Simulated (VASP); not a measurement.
Set up this calculation in VASP 6.6.1, as the native input.

| Item | Value |
| --- | --- |
| Task | single point |
| Functional | r2SCAN0 |
| Potentials or basis | VASP PAW PBE potentials, release 64 (In_d, As_d) |
| Cutoff | 440 eV |
| k mesh | 4 × 4 × 4 |
| Occupations | fermi-dirac, width 0.05 eV |
| Spin | no spin polarisation |
| Dipole correction | no |
| Grid for exact exchange (PRECFOCK) | Normal |
| Further INCAR settings | ALGO = Normal; EDIFF = 1e-06; NBANDS = 21 |
| Share of exact exchange | 0.25 |

InAs:

```
In As
1.0
     0.00000    2.97721    2.97721
     2.97721    0.00000    2.97721
     2.97721    2.97721    0.00000
In As
1 1
Direct
  0.00000 0.00000 0.00000
  0.75000 0.75000 0.75000
```

These files were run (other wordings do the same):

POSCAR

```
InAs
1.0
    0.0000000000      2.9772112161      2.9772112161
    2.9772112161      0.0000000000      2.9772112161
    2.9772112161      2.9772112161      0.0000000000
In As
1 1
Direct
    0.0000000000      0.0000000000      0.0000000000
    0.7500000000      0.7500000000      0.7500000000
```

INCAR.step1

```
SYSTEM = InAs
PREC = Accurate ; ENCUT = 440
EDIFF = 1E-5 ; ISMEAR = -1
SIGMA = 0.05 ; LREAL = .False.
LASPH = .True. ; NELM = 120
ALGO = Normal ; ISIF = 2
LWAVE = .True. ; LCHARG = .False.
GGA = PE ; NBANDS = 21
GGA_COMPAT = .False.
```

INCAR.step2

```
SYSTEM = InAs
PREC = Accurate ; ENCUT = 440
EDIFF = 1E-6 ; ISMEAR = -1
SIGMA = 0.05 ; LREAL = .False.
LASPH = .True. ; NELM = 120
ALGO = Normal ; ISIF = 2
LWAVE = .False. ; LCHARG = .False.
METAGGA = R2SCAN ; LHFCALC = .True.
AEXX = 0.25 ; LMIXTAU = .True.
PRECFOCK = Normal ; ISTART = 1
NBANDS = 21 ; GGA_COMPAT = .False.
```

KPOINTS

```
Automatic mesh
0
Gamma
  4 4 4
  0 0 0
```

Potentials or basis: VASP PAW PBE potentials, release 64 (In_d, As_d).

Run with:

```console
$ cat potpaw_PBE.64/In_d/POTCAR potpaw_PBE.64/As_d/POTCAR > POTCAR
$ cp INCAR.step1 INCAR
$ mpirun -np 1 vasp_std > vasp.out
$ cp INCAR.step2 INCAR
$ mpirun -np 1 vasp_std > vasp.out
```

It gave:

```yaml
Pressure: 4.3 GPa
Band_gap_on_the_k_mesh: 1.81 eV
```

Caveat: the k points lie up to 0.46 Å⁻¹ apart; the PAW data sets were made with another functional, which shifts forces and pressure a little; spin-orbit coupling is left out, which moves the levels of the heavy elements.

Wall time 5.3 min on 1 thread of Intel(R) Xeon(R) 6975P-C (Granite Rapids), with other jobs on the host, peak memory 0.18 GiB.
